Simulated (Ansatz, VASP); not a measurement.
**One calculation of KYSe2, two programs**

```
K Se Y
1.0
     4.55085    0.00000    0.00000
     0.00000    4.55085    0.00000
     0.00000    0.00000    5.86828
K Se Y
1 2 1
Direct
  0.00000 0.00000 0.00000
  0.00000 0.00000 0.50000
  0.50000 0.50000 0.00000
  0.50000 0.50000 0.50000
```

Change from the starting cell: biaxial_xy strain +5.3%.

Alike in both runs: task single point; functional r2SCAN; k mesh 6 × 6 × 4; no spin polarisation.

|  | VASP | Ansatz |
| --- | --- | --- |
| version | VASP 6.6.1 | Ansatz 0.2.0 |
| potentials or method | VASP PAW PBE potentials, release 64 (K_sv, Se, Y_sv) | plane waves, PAW |
| plane-wave cutoff (eV) | 520 | 500 |
| occupations | gaussian, width 0.01 eV | fixed |
| valence electrons in the cell | 32 | 52 |

|  | VASP | Ansatz | Ansatz less VASP |
| --- | --- | --- | --- |
| gap on the k mesh at the Fermi level (eV) | 0.99 | 0.99 | -0.008 |
| pressure (GPa) | -3.7 | -3.7 | -0.01 |

VASP's potentials were made for PBE, not for r2SCAN. VASP's potentials hold 32 valence electrons a cell and Ansatz's 52, so a difference there can come from the potentials and not from the codes.
